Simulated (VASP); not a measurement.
Here is a VASP 6.6.1 calculation.

File INCAR:

```
SYSTEM = Be
ALGO = Normal
EDIFF = 1E-6
ENCUT = 520
GGA = RP
ISIF = 2
ISMEAR = -1
LASPH = .TRUE.
LCHARG = .FALSE.
LREAL = .FALSE.
LWAVE = .FALSE.
NBANDS = 9
NELM = 80
PREC = Accurate
SIGMA = 0.1
```

File KPOINTS:

```
k-points
0
G
  29 29 14
  0 0 0
```

The input POSCAR:

```
Be
1.0
   -1.5176509977      1.2439812936      1.1102240122
    1.2439812936     -1.5176509977      1.1102240122
    2.7397819665      2.7397819665     -1.6114505766
Be
2
Direct
    0.9583871448      0.0416128552      1.0000000000
    0.7916128552      0.2083871448      0.5000000000
```

Potentials or basis: VASP PAW PBE potentials, release 64 (Be).

Command:

```bash
$ cat potpaw_PBE.64/Be/POTCAR > POTCAR
$ mpirun -np 1 vasp_std > vasp.out
```

(1) What does it give for the band gap on the k mesh?

(2) Estimate the pressure.

Results:

(1) zero (bands 2 and 3 overlap by 1.70 eV).

(2) 5.2 GPa.

Caveat: the cell stands under pressure; the PAW data sets were made with another functional, which shifts forces and pressure a little.
